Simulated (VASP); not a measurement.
# Te (R-3m) in VASP: a series of runs

The runs below take Te through single point, with PBEsol.

All numbers are computed with VASP 6.6.1; they aren't measurements. Logs are shortened: lines on timing, memory, paths and dates and some standing lists are left out, and cuts for length are marked.

### 1 The cell of the first run

It takes space group R-3m (No. 166, trigonal). The conventional cell has a = 4.612 Å, b = 4.612 Å, c = 5.073 Å, α = 90.00°, β = 90.00°, γ = 120.00°. Within 4.2 Å of Te (site symmetry -3m) lie 6 Te at 3.15 Å.

### 2 Single point, PBEsol

Contents of INCAR:

```
SYSTEM = Te
ALGO     = Normal         ! electronic algorithm
EDIFF    = 1E-6           ! SCF threshold, eV
ENCUT    = 520            ! plane-wave cutoff, eV
GGA      = PS             ! functional
ISIF     = 2              ! what is computed and relaxed
ISMEAR   = -1             ! smearing method
LASPH    = .True.         ! aspherical terms in the spheres
LCHARG   = .False.        ! write CHGCAR
LREAL    = .False.        ! projectors in reciprocal space
LWAVE    = .False.        ! write WAVECAR
NBANDS   = 9              ! bands
NELM     = 60             ! most SCF steps
PREC     = Accurate       ! precision mode
SIGMA    = 0.05           ! smearing width, eV
```

Contents of KPOINTS:

```
k-points
0
Gamma
  9 9 9
  0 0 0
```

Contents of POSCAR:

```
Te
1.0
    2.3059043427      1.3313144930      1.6909537039
   -2.3059043427      1.3313144930      1.6909537039
    0.0000000000     -2.6626289860      1.6909537039
Te
1
Direct
    0.5000000000      0.5000000000      0.5000000000
```

Potentials or basis: VASP PAW PBE potentials, release 64 (Te).

Launch:

```sh
> cat potpaw_PBE.64/Te/POTCAR > POTCAR
> mpirun -np 1 vasp_std > vasp.out
```

OUTCAR:

```text
SYSTEM = Te
   EDIFF = 1E-6
   ENCUT = 520
   GGA = PS
   ISIF = 2
   ISMEAR = -1
   LASPH = .True.
   LREAL = .False.
   NELM = 60
   PREC = Accurate

 ion  position               nearest neighbor table
   1  0.500  0.500  0.500-

  LATTYP: Found a trigonal (rhomboedric) cell.
 ALAT       =     3.1541904739
 COS(alpha) =    -0.0688991668

  Lattice vectors:

 A1 = (   2.3059043427,   1.3313144930,   1.6909537039)
 A2 = (  -2.3059043427,   1.3313144930,   1.6909537039)
 A3 = (   0.0000000000,  -2.6626289860,   1.6909537039)

Analysis of symmetry for initial positions (statically):
=====================================================================
 Subroutine PRICEL returns:
 Original cell was already a primitive cell.

 Routine SETGRP: Setting up the symmetry group for a
 trigonal (rhombohedral) supercell.

 Subroutine GETGRP returns: Found 12 space group operations
 (whereof 12 operations were pure point group operations)
 out of a pool of 12 trial point group operations.

The static configuration has the point symmetry D_3d.

Analysis of symmetry for dynamics (positions and initial velocities):
=====================================================================
 Subroutine PRICEL returns:
 Original cell was already a primitive cell.

 Routine SETGRP: Setting up the symmetry group for a
 trigonal (rhombohedral) supercell.

 Subroutine GETGRP returns: Found 12 space group operations
 (whereof 12 operations were pure point group operations)
 out of a pool of 12 trial point group operations.

The dynamic configuration has the point symmetry D_3d.

 Subroutine INISYM returns: Found 12 space group operations
 (whereof 12 operations are pure point group operations),
 and found     1 'primitive' translations

----------------------------------------------------------------------------------------

                                     Primitive cell

  volume of cell :      31.1462

  direct lattice vectors                    reciprocal lattice vectors
     2.305904343  1.331314493  1.690953704     0.216834667  0.125189553  0.197127415
    -2.305904343  1.331314493  1.690953704    -0.216834667  0.125189553  0.197127415
     0.000000000 -2.662628986  1.690953704     0.000000000 -0.250379107  0.197127415

  length of vectors
     3.154190474  3.154190474  3.154190474     0.318667405  0.318667405  0.318667405

[... 74 lines left out ...]
   LSORBIT =      F    spin-orbit coupling
   LASPH  =      T    aspherical Exc in radial PAW
   ENCUT  =  520.0 eV  38.22 Ry    6.18 a.u.   5.86  5.86  5.86*2*pi/ulx,y,z
   NELM   =     60;   NELMIN=  2; NELMDL= -5     # of ELM steps
   EDIFF  = 0.1E-05   stopping-criterion for ELM
   LREAL  =      F    real-space projection
   EDIFFG = 0.1E-04   stopping-criterion for IOM
   NSW    =      0    number of steps for IOM
   IBRION =     -1    ionic relax: 0-MD 1-quasi-New 2-CG
   NFREE  =      0    steps in history (QN), initial steepest desc. (CG)
   ISIF   =      2    stress and relaxation
   ISYM   =      2    0-nonsym 1-usesym 2-fastsym
   POTIM  = 0.5000    time-step for ionic-motion
   TEBEG  =    0.0;   TEEND  =   0.0 temperature during run
   PSTRESS=    0.0 pullay stress
   NELECT =       6.0000    total number of electrons
   NUPDOWN=      -1.0000    fix difference up-down
   EMIN   =  10.00;   EMAX   =-10.00  energy-range for DOS
   EFERMI =   0.00;   METHOD = LEGACY
   ISMEAR =    -1;   SIGMA  =   0.05  broadening in eV -4-tet -1-fermi 0-gaus
   EFERMI_NEDOS =   21; number of points for ismear=-14 and -15
   IALGO  =     38    algorithm
   IMIX   =      4    mixing-type and parameters
     AMIX     =   0.40;   BMIX     =  1.00
     AMIX_MAG =   1.60;   BMIX_MAG =  1.00
  volume/ion in A,a.u.               =      31.15       210.18
  Fermi-wavevector in a.u.,A,eV,Ry     =   0.945490  1.786717 12.162947  0.893951
  Thomas-Fermi vector in A             =   2.073397
   LORBIT       =      0    0 simple, 1 ext, 2 COOP (PROOUT), +10 PAW based schemes
   GGA     = PS    functional components
   LHFCALC =     F    Hartree Fock is set to
   AEXX    =    0.0000 exact exchange contribution
   IVDW    =     0    specifies the selected vdW correction
   LEPSILON=     F    determine dielectric tensor
   LRPA    =     F    only Hartree local field effects (RPA)
 non-spin polarized calculation
  energy-cutoff  :      520.00
  volume of cell :       31.15
 maximum number of plane-waves:       858
   NGX = 11   NGY = 11   NGZ = 11

 number of electron       5.9999999 magnetization

 Free energy of the ion-electron system (eV)
  ---------------------------------------------------
  ext. energy  EPLUGINS =         0.00000000
  ---------------------------------------------------
  free energy    TOTEN  =        -3.50517258 eV

  energy without entropy =       -3.49977762  energy(sigma->0) =       -3.50247510

 E-fermi :   6.9484     XC(G=0):  -9.6474

 val. band max:        6.9293954609   @ k =   0.2222   0.1111   0.1111
 cond. band min:       6.9484923304   @ k =  -0.3333   0.4444   0.2222
 fundamental gap:      0.0190968695
 Fermi energy:         6.9484111054

 k-point     1 :       0.0000    0.0000    0.0000
  band No.  band energies     occupation
      1      -7.0397      2.00000
      2       7.9199      0.00000
      3       8.3847      0.00000
      4       8.3847      0.00000
      5      13.0112      0.00000
      6      13.0112      0.00000
      7      13.4997      0.00000
      8      23.7425      0.00000
      9      23.9538      0.00000
[... 265 lines left out ...]
 k-point    24 :       0.4444    0.4444    0.0000
  band No.  band energies     occupation
      1      -3.4318      2.00000
      2       2.0519      2.00000
      3       2.7179      2.00000
      4       9.2508      0.00000
      5      10.8124      0.00000
      6      17.2125      0.00000
      7      19.0633      0.00000
      8      19.5004      0.00000
      9      19.8905      0.00000

 [... further k-points ...]
[... 5 lines left out ...]
  --------------------------------------------------------------------------------------
  -------------------------------------------------------------------------------------
  Total       -0.0171825     -0.0171825      0.0103782      0.0000000      0.0000000      0.0000000
  in kB       -0.8838786     -0.8838786      0.5338589      0.0000000      0.0000000      0.0000000
  external PRESSURE =      -0.4112994 kB  Pullay stress =       0.0000000 kB

 VOLUME and BASIS-vectors are now :
 -----------------------------------------------------------------------------
  energy-cutoff  :      520.00
  volume of cell :       31.15
      direct lattice vectors                 reciprocal lattice vectors
     2.305904343  1.331314493  1.690953704     0.216834667  0.125189553  0.197127415
    -2.305904343  1.331314493  1.690953704    -0.216834667  0.125189553  0.197127415
     0.000000000 -2.662628986  1.690953704     0.000000000 -0.250379107  0.197127415

 POSITION                                       TOTAL-FORCE (eV/Angst)
 -----------------------------------------------------------------------------------
      0.00000      0.00000      2.53643         0.000000     -0.000000     -0.000000
 -----------------------------------------------------------------------------------
    total drift:                                0.000000      0.000000     -0.000000

  FREE ENERGIE OF THE ION-ELECTRON SYSTEM (eV)
  ---------------------------------------------------
  free  energy   TOTEN  =        -3.5051725818 eV

  energy  without entropy=       -3.4997776165  energy(sigma->0) =       -3.50247510
```

OSZICAR:

```text
N       E                     dE             d eps       ncg     rms          rms(c)
DAV:   1     0.171832255193E+02    0.17183E+02   -0.25196E+03  1530   0.537E+02
DAV:   2    -0.297542893214E+01   -0.20159E+02   -0.19138E+02  2071   0.720E+01
DAV:   3    -0.350067999131E+01   -0.52525E+00   -0.52099E+00  1870   0.146E+01
DAV:   4    -0.350474810856E+01   -0.40681E-02   -0.40668E-02  2118   0.147E+00
DAV:   5    -0.350478717495E+01   -0.39066E-04   -0.39066E-04  1943   0.109E-01    0.829E+00
DAV:   6    -0.350498993520E+01   -0.20276E-03   -0.52973E-04  1959   0.145E-01    0.506E+00
DAV:   7    -0.350516847913E+01   -0.17854E-03   -0.11633E-03  1659   0.215E-01    0.798E-02
DAV:   8    -0.350517112582E+01   -0.26467E-05   -0.32158E-05  1917   0.355E-02    0.422E-02
DAV:   9    -0.350517273745E+01   -0.16116E-05   -0.58245E-06  1865   0.134E-02    0.164E-02
DAV:  10    -0.350517258178E+01    0.15568E-06   -0.19534E-07  1007   0.274E-03
   1 F= -.35051726E+01 E0= -.35024751E+01  d E =-.539497E-02
```

stdout:

```text
POSCAR found type information on POSCAR Te
 POSCAR found :  1 types and       1 ions
 scaLAPACK will be used
 -----------------------------------------------------------------------------
|                                                                             |
|                                                                             |
|     You enforced a specific xc type in the INCAR file but a different       |
|     I HOPE YOU KNOW WHAT YOU ARE DOING!                                     |
|                                                                             |
 -----------------------------------------------------------------------------

 LDA part: xc-table for (Slater+PW92), standard interpolation
 POSCAR, INCAR and KPOINTS ok, starting setup
 FFT: planning ... GRIDC
 FFT: planning ... GRID_SOFT
 FFT: planning ... GRID
 WAVECAR not read
 entering main loop
```

Run time: 5.3 s. Hardware: 1 thread of Intel Xeon Platinum 8559C (Emerald Rapids), shared host; peak memory 0.15 GiB.

Results:

| Quantity | Value |
| --- | --- |
| Free energy | -3.5052 eV |
| Pressure | 0.0 GPa |
| Band gap on the k mesh | zero (band 3 reaches 9.37 eV, above the bottom of band 4 at 4.46 eV) |

Stress tensor (GPa, compression positive):
```
-0.09  0.00  0.00
 0.00 -0.09  0.00
 0.00  0.00  0.05
```

Levels at points of the mesh, in eV from the Fermi level:
```
           k point  band 1  band 2  band 3  band 4  band 5  band 6  band 7
(0.00, 0.00, 0.00)  -13.99    0.97    1.44    1.44    6.06    6.06    6.55
```

Caveat: the PAW data sets were made with another functional, which shifts forces and pressure a little; spin-orbit coupling is left out, which moves the levels of the heavy elements.

### 3 Single point, PBEsol (volume scaled by 0.98)

Contents of INCAR:

```
SYSTEM = Te
  PREC = Accurate
  ENCUT = 520
  EDIFF = 1E-7
  ISMEAR = -1
  SIGMA = 0.05
  LREAL = .False.
  LASPH = .True.
  NELM = 100
  ALGO = Normal
  ISIF = 2
  LWAVE = .False.
  LCHARG = .False.
  GGA = PS
  NBANDS = 9
```

Contents of KPOINTS:

```
Automatic mesh
0
Gamma
  9 9 9
  0 0 0
```

Contents of POSCAR:

```
Te
1.0
    2.2904280083      1.3223792272      1.6796046794
   -2.2904280083      1.3223792272      1.6796046794
    0.0000000000     -2.6447584544      1.6796046794
Te
1
Direct
    0.5000000000      0.5000000000      0.5000000000
```

Potentials or basis: VASP PAW PBE potentials, release 64 (Te).

Launch:

```sh
> cat potpaw_PBE.64/Te/POTCAR > POTCAR
> mpirun -np 1 vasp_std > vasp.out
```

OUTCAR:

```text
SYSTEM = Te
   PREC = Accurate
   ENCUT = 520
   EDIFF = 1E-7
   ISMEAR = -1
   LREAL = .False.
   LASPH = .True.
   NELM = 100
   ISIF = 2
   GGA = PS

 ion  position               nearest neighbor table
   1  0.500  0.500  0.500-

  LATTYP: Found a trigonal (rhomboedric) cell.
 ALAT       =     3.1330207725
 COS(alpha) =    -0.0688991668

  Lattice vectors:

 A1 = (   2.2904280083,   1.3223792272,   1.6796046794)
 A2 = (  -2.2904280083,   1.3223792272,   1.6796046794)
 A3 = (   0.0000000000,  -2.6447584544,   1.6796046794)

Analysis of symmetry for initial positions (statically):
=====================================================================
 Subroutine PRICEL returns:
 Original cell was already a primitive cell.

 Routine SETGRP: Setting up the symmetry group for a
 trigonal (rhombohedral) supercell.

 Subroutine GETGRP returns: Found 12 space group operations
 (whereof 12 operations were pure point group operations)
 out of a pool of 12 trial point group operations.

The static configuration has the point symmetry D_3d.

Analysis of symmetry for dynamics (positions and initial velocities):
[... 162 lines left out ...]

 k-point     1 :       0.0000    0.0000    0.0000
  band No.  band energies     occupation
      1      -6.9279      2.00000
      2       8.2184      0.00000
      3       8.6899      0.00000
      4       8.6899      0.00000
      5      13.2659      0.00000
      6      13.2659      0.00000
      7      13.8657      0.00000
      8      24.1440      0.00000
      9      24.1659      0.00000
[... 265 lines left out ...]
 k-point    24 :       0.4444    0.4444    0.0000
  band No.  band energies     occupation
      1      -3.1873      2.00000
      2       2.2046      2.00000
      3       2.8888      2.00000
      4       9.4321      0.00000
      5      11.2151      0.00000
      6      17.5832      0.00000
      7      19.3822      0.00000
      8      19.8309      0.00000
      9      20.1296      0.00000

 [... further k-points ...]

------------------------ aborting loop because EDIFF is reached ----------------------------------------

  FORCE on cell =-STRESS in cart. coord.  units (eV):
  Direction    XX          YY          ZZ          XY          YZ          ZX
  --------------------------------------------------------------------------------------
  -------------------------------------------------------------------------------------
  Total        0.2353398      0.2353398      0.2017294      0.0000000      0.0000000      0.0000000
  in kB       12.3530701     12.3530701     10.5888480      0.0000000      0.0000000      0.0000000
  external PRESSURE =      11.7649960 kB  Pullay stress =       0.0000000 kB

 VOLUME and BASIS-vectors are now :
 -----------------------------------------------------------------------------
  energy-cutoff  :      520.00
  volume of cell :       30.52
      direct lattice vectors                 reciprocal lattice vectors
     2.290428008  1.322379227  1.679604679     0.218299810  0.126035454  0.198459398
    -2.290428008  1.322379227  1.679604679    -0.218299810  0.126035454  0.198459398
     0.000000000 -2.644758454  1.679604679     0.000000000 -0.252070909  0.198459398

 POSITION                                       TOTAL-FORCE (eV/Angst)
 -----------------------------------------------------------------------------------
      0.00000      0.00000      2.51941         0.000000     -0.000000      0.000000
 -----------------------------------------------------------------------------------
    total drift:                                0.000000      0.000000     -0.000000

  FREE ENERGIE OF THE ION-ELECTRON SYSTEM (eV)
  ---------------------------------------------------
  free  energy   TOTEN  =        -3.5029987241 eV

  energy  without entropy=       -3.4975791809  energy(sigma->0) =       -3.50028895
```

OSZICAR:

```text
N       E                     dE             d eps       ncg     rms          rms(c)
DAV:   1     0.168714906257E+02    0.16871E+02   -0.25447E+03  1530   0.533E+02
DAV:   2    -0.293674837965E+01   -0.19808E+02   -0.18939E+02  1953   0.727E+01
DAV:   3    -0.349869678524E+01   -0.56195E+00   -0.55660E+00  1958   0.151E+01
DAV:   4    -0.350271633129E+01   -0.40195E-02   -0.40193E-02  2086   0.140E+00
DAV:   5    -0.350275627206E+01   -0.39941E-04   -0.39941E-04  2034   0.113E-01    0.864E+00
DAV:   6    -0.350288671289E+01   -0.13044E-03   -0.39866E-04  1981   0.135E-01    0.526E+00
DAV:   7    -0.350299073253E+01   -0.10402E-03   -0.90698E-04  1707   0.203E-01    0.688E-02
DAV:   8    -0.350299664295E+01   -0.59104E-05   -0.22637E-05  2003   0.302E-02    0.392E-02
DAV:   9    -0.350299885760E+01   -0.22146E-05   -0.54348E-06  1798   0.134E-02    0.164E-02
DAV:  10    -0.350299872686E+01    0.13075E-06   -0.14934E-07  1880   0.246E-03    0.183E-03
DAV:  11    -0.350299872414E+01    0.27173E-08   -0.99728E-08  1644   0.177E-03
   1 F= -.35029987E+01 E0= -.35002890E+01  d E =-.541954E-02
```

It took 5.6 s on 1 thread of Intel Xeon Platinum 8559C (Emerald Rapids), shared host; peak memory 0.14 GiB.

Results:

| Item | Value |
| --- | --- |
| Free energy | -3.5030 eV |
| Pressure | 1.2 GPa |
| Band gap on the k mesh | zero (band 3 reaches 9.71 eV, above the bottom of band 4 at 4.68 eV) |

Caveat: the PAW data sets were made with another functional, which shifts forces and pressure a little; spin-orbit coupling is left out, which moves the levels of the heavy elements.
